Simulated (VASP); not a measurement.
# BaGe2H2 (P-3m1) in VASP: single point with PBE

Aim: the single point of BaGe2H2 with PBE.

Program: VASP 6.6.1. These are calculated values, not measurements. Logs are shortened: lines on timing, memory, paths and dates and some standing lists are left out, and cuts for length are marked.

### Step 1. The cell of the first run

It takes space group P-3m1 (No. 164, trigonal). The conventional cell has a = 4.648 Å, b = 4.648 Å, c = 4.452 Å, α = 90.00°, β = 90.00°, γ = 120.00°. H (site symmetry 3m) has 1 Ge at 1.66 Å within 2.2 Å. Ba (site symmetry -3m) has 6 H at 2.76 Å and 12 Ge at 3.44 to 3.53 Å within 3.6 Å. Within 2.2 Å of Ge (site symmetry 3m) lie 1 H at 1.66 Å.

### Step 2. Single point, PBE

File INCAR:

```
SYSTEM = BaGe2H2
PREC     = Accurate       ! precision mode
ENCUT    = 520            ! plane-wave cutoff, eV
EDIFF    = 1E-6           ! SCF threshold, eV
ISMEAR   = -1             ! smearing method
SIGMA    = 0.0234         ! smearing width, eV
LREAL    = .False.        ! projectors in reciprocal space
LASPH    = .True.         ! aspherical terms in the spheres
NELM     = 80             ! most SCF steps
ALGO     = Normal         ! electronic algorithm
ISIF     = 2              ! what is computed and relaxed
LWAVE    = .False.        ! write WAVECAR
LCHARG   = .False.        ! write CHGCAR
GGA      = PE             ! functional
NBANDS   = 28             ! bands
```

File KPOINTS:

```
Automatic mesh
0
Gamma
  7 7 6
  0 0 0
```

File POSCAR:

```
BaGe2H2
1.0
    2.3238018135      4.0249428076      0.0000000000
   -2.3238018135      4.0249428076      0.0000000000
    0.0000000000      0.0000000000      4.4515720870
H Ba Ge
2 1 2
Direct
    0.3333333333      0.3333333333      0.1420029602
    0.6666666667      0.6666666667      0.8579970398
    0.0000000000      0.0000000000      0.0000000000
    0.3333333333      0.3333333333      0.5156125733
    0.6666666667      0.6666666667      0.4843874267
```

Potentials or basis: VASP PAW PBE potentials, release 64 (H, Ba_sv, Ge_d).

Launch:

```sh
$ cat potpaw_PBE.64/H/POTCAR potpaw_PBE.64/Ba_sv/POTCAR potpaw_PBE.64/Ge_d/POTCAR > POTCAR
$ mpirun -np 1 vasp_std > vasp.out
```

OUTCAR:

```text
SYSTEM = BaGe2H2
   PREC = Accurate
   ENCUT = 520
   EDIFF = 1E-6
   ISMEAR = -1
   LREAL = .False.
   LASPH = .True.
   NELM = 80
   ISIF = 2
   GGA = PE

 ion  position               nearest neighbor table
   1  0.333  0.333  0.142-   4 1.66   3 2.76   3 2.76   3 2.76
   2  0.667  0.667  0.858-   5 1.66   3 2.76   3 2.76   3 2.76
   3  0.000  0.000  0.000-   1 2.76   2 2.76   2 2.76   2 2.76   1 2.76   1 2.76   4 3.44   5 3.44
                             5 3.44   4 3.44   5 3.44   4 3.44   4 3.53   5 3.53   5 3.53   4 3.53
   4  0.333  0.333  0.516-   1 1.66   5 2.69   5 2.69   5 2.69   3 3.44   3 3.44   3 3.44   3 3.53
                             3 3.53   3 3.53
   5  0.667  0.667  0.484-   2 1.66   4 2.69   4 2.69   4 2.69   3 3.44   3 3.44   3 3.44   3 3.53
                             3 3.53   3 3.53

  LATTYP: Found a hexagonal cell.
 ALAT       =     4.6476036269
 C/A-ratio  =     0.9578209427

  Lattice vectors:

 A1 = (   2.3238018135,  -4.0249428076,   0.0000000000)
 A2 = (   2.3238018135,   4.0249428076,   0.0000000000)
 A3 = (   0.0000000000,   0.0000000000,   4.4515720870)

Analysis of symmetry for initial positions (statically):
=====================================================================
 Subroutine PRICEL returns:
 Original cell was already a primitive cell.

 Routine SETGRP: Setting up the symmetry group for a
 hexagonal supercell.

 Subroutine GETGRP returns: Found 12 space group operations
 (whereof 12 operations were pure point group operations)
 out of a pool of 24 trial point group operations.

The static configuration has the point symmetry D_3d.

Analysis of symmetry for dynamics (positions and initial velocities):
=====================================================================
 Subroutine PRICEL returns:
 Original cell was already a primitive cell.

 Routine SETGRP: Setting up the symmetry group for a
 hexagonal supercell.

 Subroutine GETGRP returns: Found 12 space group operations
 (whereof 12 operations were pure point group operations)
 out of a pool of 24 trial point group operations.

The dynamic configuration has the point symmetry D_3d.

 Subroutine INISYM returns: Found 12 space group operations
 (whereof 12 operations are pure point group operations),
 and found     1 'primitive' translations

----------------------------------------------------------------------------------------

                                     Primitive cell

  volume of cell :      83.2726

  direct lattice vectors                    reciprocal lattice vectors
     2.323801813  4.024942808  0.000000000     0.215164648  0.124225368  0.000000000
    -2.323801813  4.024942808  0.000000000    -0.215164648  0.124225368  0.000000000
     0.000000000  0.000000000  4.451572087     0.000000000  0.000000000  0.224639741

  length of vectors
     4.647603627  4.647603627  4.451572087     0.248450735  0.248450735  0.224639741

  position of ions in fractional coordinates (direct lattice)
     0.333333333  0.333333333  0.142002960
     0.666666667  0.666666667  0.857997040
     0.000000000  0.000000000  0.000000000
     0.333333333  0.333333333  0.515612573
     0.666666667  0.666666667  0.484387427

  ion indices of the primitive-cell ions
   primitive index   ion index
                 1           1
                 2           2
                 3           3
                 4           4
                 5           5

----------------------------------------------------------------------------------------

 KPOINTS: Automatic mesh

Automatic generation of k-mesh.
 Grid dimensions read from file:
 generate k-points for:    7    7    6

 Generating k-lattice:

  Cartesian coordinates                     Fractional coordinates (reciprocal lattice)
     0.030737807  0.017746481  0.000000000     0.142857143  0.000000000  0.000000000
    -0.030737807  0.017746481  0.000000000     0.000000000  0.142857143  0.000000000
     0.000000000  0.000000000  0.037439957     0.000000000  0.000000000  0.166666667

  Length of vectors
     0.035492962  0.035492962  0.037439957

  Shift w.r.t. Gamma in fractional coordinates (k-lattice)
     0.000000000  0.000000000  0.000000000

 Subroutine IBZKPT returns following result:
 ===========================================

 Found     40 irreducible k-points:

 Following reciprocal coordinates:
            Coordinates               Weight
  0.000000  0.000000  0.000000      1.000000
  0.142857 -0.000000  0.000000      6.000000
  0.285714 -0.000000  0.000000      6.000000
  0.428571 -0.000000  0.000000      6.000000
  0.285714  0.142857  0.000000      6.000000
  0.428571  0.142857  0.000000     12.000000
[... 16 lines left out ...]
  0.142857  0.142857  0.333333      6.000000
  0.285714 -0.000000  0.333333      6.000000
 [... further k-points ...]
   k-points           NKPTS =     40   k-points in BZ     NKDIM =     40   number of bands    NBANDS=     28
   number of dos      NEDOS =    301   number of ions     NIONS =      5
   total plane-waves  NPLWV =  46656
   dimension x,y,z NGX =    36 NGY =   36 NGZ =   36
   dimension x,y,z NGXF=    72 NGYF=   72 NGZF=   72
   ions per type =               2   1   2
   NGX,Y,Z   is equivalent  to a cutoff of  12.88, 12.88, 13.44 a.u.
   NGXF,Y,Z  is equivalent  to a cutoff of  25.75, 25.75, 26.89 a.u.
 SYSTEM =  BaGe2H2
   PREC   = accura    normal or accurate (medium, high low for compatibility)
   ISTART =      0    job   : 0-new  1-cont  2-samecut
   ICHARG =      2    charge: 1-file 2-atom 10-const
   ISPIN  =      1    spin polarized calculation?
   LNONCOLLINEAR =      F non collinear calculations
   LSORBIT =      F    spin-orbit coupling
   LASPH  =      T    aspherical Exc in radial PAW
   ENCUT  =  520.0 eV  38.22 Ry    6.18 a.u.   8.64  8.64  8.28*2*pi/ulx,y,z
   NELM   =     80;   NELMIN=  2; NELMDL= -5     # of ELM steps
   EDIFF  = 0.1E-05   stopping-criterion for ELM
   LREAL  =      F    real-space projection
   EDIFFG = 0.1E-04   stopping-criterion for IOM
   NSW    =      0    number of steps for IOM
   IBRION =     -1    ionic relax: 0-MD 1-quasi-New 2-CG
   NFREE  =      0    steps in history (QN), initial steepest desc. (CG)
   ISIF   =      2    stress and relaxation
   ISYM   =      2    0-nonsym 1-usesym 2-fastsym
   POTIM  = 0.5000    time-step for ionic-motion
   TEBEG  =    0.0;   TEEND  =   0.0 temperature during run
   PSTRESS=    0.0 pullay stress
   NELECT =      40.0000    total number of electrons
   NUPDOWN=      -1.0000    fix difference up-down
   EMIN   =  10.00;   EMAX   =-10.00  energy-range for DOS
   EFERMI =   0.00;   METHOD = LEGACY
   ISMEAR =    -1;   SIGMA  =   0.02  broadening in eV -4-tet -1-fermi 0-gaus
   EFERMI_NEDOS =   21; number of points for ismear=-14 and -15
   IALGO  =     38    algorithm
   IMIX   =      4    mixing-type and parameters
     AMIX     =   0.40;   BMIX     =  1.00
     AMIX_MAG =   1.60;   BMIX_MAG =  1.00
  volume/ion in A,a.u.               =      16.65       112.39
  Fermi-wavevector in a.u.,A,eV,Ry     =   1.282116  2.422849 22.365559  1.643822
  Thomas-Fermi vector in A             =   2.414447
   LORBIT       =      0    0 simple, 1 ext, 2 COOP (PROOUT), +10 PAW based schemes
   GGA     = PE    functional components
   LHFCALC =     F    Hartree Fock is set to
   AEXX    =    0.0000 exact exchange contribution
   IVDW    =     0    specifies the selected vdW correction
   LEPSILON=     F    determine dielectric tensor
   LRPA    =     F    only Hartree local field effects (RPA)
 non-spin polarized calculation
  energy-cutoff  :      520.00
  volume of cell :       83.27
 maximum number of plane-waves:      2284
   NGX = 17   NGY = 17   NGZ = 17

 number of electron      39.9999975 magnetization

 Free energy of the ion-electron system (eV)
  ---------------------------------------------------
  ext. energy  EPLUGINS =         0.00000000
  ---------------------------------------------------
  free energy    TOTEN  =       -18.99941725 eV

  energy without entropy =      -18.99898706  energy(sigma->0) =      -18.99920216

 E-fermi :   5.1413     XC(G=0): -10.0883

 val. band max:        5.0565241618   @ k =   0.1429  -0.0000   0.1667
 cond. band min:       5.2236645048   @ k =   0.2857  -0.0000   0.1667
 fundamental gap:      0.1671403429
 Fermi energy:         5.1412832369

 k-point     1 :       0.0000    0.0000    0.0000
  band No.  band energies     occupation
      1     -23.2322      2.00000
      2     -19.7430      2.00000
      3     -19.7064      2.00000
      4     -19.7064      2.00000
      5     -19.6944      2.00000
      6     -19.6944      2.00000
[... 20 lines left out ...]
     27       8.4181      0.00000
     28       8.8153      0.00000

 k-point     2 :       0.1429   -0.0000    0.0000
  band No.  band energies     occupation
      1     -23.2274      2.00000
      2     -19.7430      2.00000
      3     -19.7170      2.00000
      4     -19.7164      2.00000
      5     -19.6945      2.00000
      6     -19.6916      2.00000
[... 20 lines left out ...]
     27       9.0370      0.00000
     28       9.3419      0.00000

 k-point     3 :       0.2857   -0.0000    0.0000
  band No.  band energies     occupation
      1     -23.2164      2.00000
      2     -19.7451      2.00000
      3     -19.7336      2.00000
      4     -19.7291      2.00000
      5     -19.6964      2.00000
      6     -19.6861      2.00000
[... 20 lines left out ...]
     27       9.6893      0.00000
     28      10.6784      0.00000

 k-point     4 :       0.4286   -0.0000    0.0000
  band No.  band energies     occupation
      1     -23.2076      2.00000
      2     -19.7508      2.00000
      3     -19.7439      2.00000
      4     -19.7322      2.00000
      5     -19.6982      2.00000
      6     -19.6804      2.00000
[... 20 lines left out ...]
     27      10.7427      0.00000
     28      12.2642      0.00000

 k-point     5 :       0.2857    0.1429    0.0000
  band No.  band energies     occupation
      1     -23.2195      2.00000
      2     -19.7447      2.00000
      3     -19.7296      2.00000
      4     -19.7259      2.00000
      5     -19.6961      2.00000
      6     -19.6873      2.00000
[... 20 lines left out ...]
     27       8.9120      0.00000
     28      10.3989      0.00000

 k-point     6 :       0.4286    0.1429    0.0000
  band No.  band energies     occupation
      1     -23.2096      2.00000
      2     -19.7538      2.00000
      3     -19.7364      2.00000
      4     -19.7324      2.00000
      5     -19.6986      2.00000
      6     -19.6805      2.00000
[... 463 lines left out ...]
      5     -19.6950      2.00000
      6     -19.6950      2.00000
[... 20 lines left out ...]
     27      11.7857      0.00000
     28      11.8028      0.00000

 k-point    22 :       0.1429   -0.0000    0.3333
  band No.  band energies     occupation
      1     -23.2130      2.00000
      2     -19.7404      2.00000
      3     -19.7170      2.00000
      4     -19.7161      2.00000
      5     -19.6951      2.00000
      6     -19.6922      2.00000
[... 20 lines left out ...]
     27      11.4325      0.00000
     28      11.4937      0.00000

 k-point    23 :       0.1429    0.1429    0.3333
  band No.  band energies     occupation
      1     -23.2130      2.00000
      2     -19.7404      2.00000
      3     -19.7171      2.00000
      4     -19.7162      2.00000
      5     -19.6951      2.00000
      6     -19.6922      2.00000
[... 20 lines left out ...]
     27      11.5029      0.00000
     28      11.5240      0.00000

 k-point    24 :       0.2857   -0.0000    0.3333
  band No.  band energies     occupation
      1     -23.2031      2.00000
      2     -19.7439      2.00000
      3     -19.7336      2.00000
      4     -19.7276      2.00000
      5     -19.6973      2.00000
      6     -19.6861      2.00000
[... 20 lines left out ...]
     27      10.7051      0.00000
     28      11.0921      0.00000

 [... further k-points ...]

------------------------ aborting loop because EDIFF is reached ----------------------------------------

  FORCE on cell =-STRESS in cart. coord.  units (eV):
  Direction    XX          YY          ZZ          XY          YZ          ZX
  --------------------------------------------------------------------------------------
  -------------------------------------------------------------------------------------
  Total        2.9390396      2.9390396      2.7927815      0.0000000      0.0000000      0.0000000
  in kB       56.5475529     56.5475529     53.7335247      0.0000000      0.0000000      0.0000000
  external PRESSURE =      55.6095435 kB  Pullay stress =       0.0000000 kB

 VOLUME and BASIS-vectors are now :
 -----------------------------------------------------------------------------
  energy-cutoff  :      520.00
  volume of cell :       83.27
      direct lattice vectors                 reciprocal lattice vectors
     2.323801813  4.024942808  0.000000000     0.215164648  0.124225368  0.000000000
    -2.323801813  4.024942808  0.000000000    -0.215164648  0.124225368  0.000000000
     0.000000000  0.000000000  4.451572087     0.000000000  0.000000000  0.224639741

 POSITION                                       TOTAL-FORCE (eV/Angst)
 -----------------------------------------------------------------------------------
      0.00000      2.68330      0.63214        -0.000000      0.000000      0.025376
      0.00000      5.36659      3.81944        -0.000000      0.000000     -0.025376
      0.00000      0.00000      0.00000        -0.000000      0.000000      0.000000
      0.00000      2.68330      2.29529        -0.000000     -0.000000     -0.023003
      0.00000      5.36659      2.15629         0.000000     -0.000000      0.023003
 -----------------------------------------------------------------------------------
    total drift:                               -0.000000      0.000000      0.000000

  FREE ENERGIE OF THE ION-ELECTRON SYSTEM (eV)
  ---------------------------------------------------
  free  energy   TOTEN  =       -18.9994172518 eV

  energy  without entropy=      -18.9989870626  energy(sigma->0) =      -18.99920216
```

It took 48 s on 1 thread of AMD EPYC 9R45 (Zen 5), shared host; peak memory 0.23 GiB.

What came out:

```
Free energy            : -18.9994 eV
Pressure               : 5.6 GPa
Largest force          : 0.025 eV/Å
Band gap on the k mesh : zero (band 20 reaches 5.56 eV, above the bottom of band 21 at 4.75 eV)
```

Forces in eV/Å, atoms in the order of the input:
```
H    0.000  0.000  0.025
H    0.000  0.000 -0.025
Ba   0.000  0.000  0.000
Ge   0.000  0.000 -0.023
Ge   0.000  0.000  0.023
```

Stress tensor (GPa, compression positive):
```
5.65 0.00 0.00
0.00 5.65 0.00
0.00 0.00 5.37
```

Caveat: spin-orbit coupling is left out, which moves the levels of the heavy elements.
